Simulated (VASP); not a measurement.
Runs of VASP 6.6.1 on Cl. The structure is that of space group P6_3/mmc (No. 194), or close to it. The cells are those of the table. 

```tsv
task	cell	k mesh for the DOS	occupations for the DOS	gap on the mesh (eV)	pressure (GPa)
single point	a = 2.534, b = 2.534, c = 3.711 Å, angles 90.0, 90.0, 120.0°, 2 atoms	-	-	none	(b)
single point	a = 2.757, b = 2.757, c = 3.832 Å, angles 90.0, 90.0, 120.0°, 2 atoms	-	-	none	62.4
single point	a = 2.979, b = 2.979, c = 3.878 Å, angles 90.0, 90.0, 120.0°, 2 atoms	-	-	none	30.7
single point	a = 3.572, b = 3.572, c = 3.942 Å, angles 90.0, 90.0, 120.0°, 2 atoms	-	-	none	1.4
single point	a = 2.394, b = 2.394, c = 3.697 Å, angles 90.0, 90.0, 120.0°, 2 atoms	-	-	none	(a)
```

Alike in all rows: level PBE; potentials or basis VASP PAW PBE potentials, release 64 (Cl); no spin polarisation; k mesh 14 × 14 × 8; cutoff (eV) 520; smearing fermi-dirac 0.08 eV.

Estimate the missing entries.

(a) 190.4; (b) 130.4.

A gap of «none» marks levels without a gap at the run's occupations.
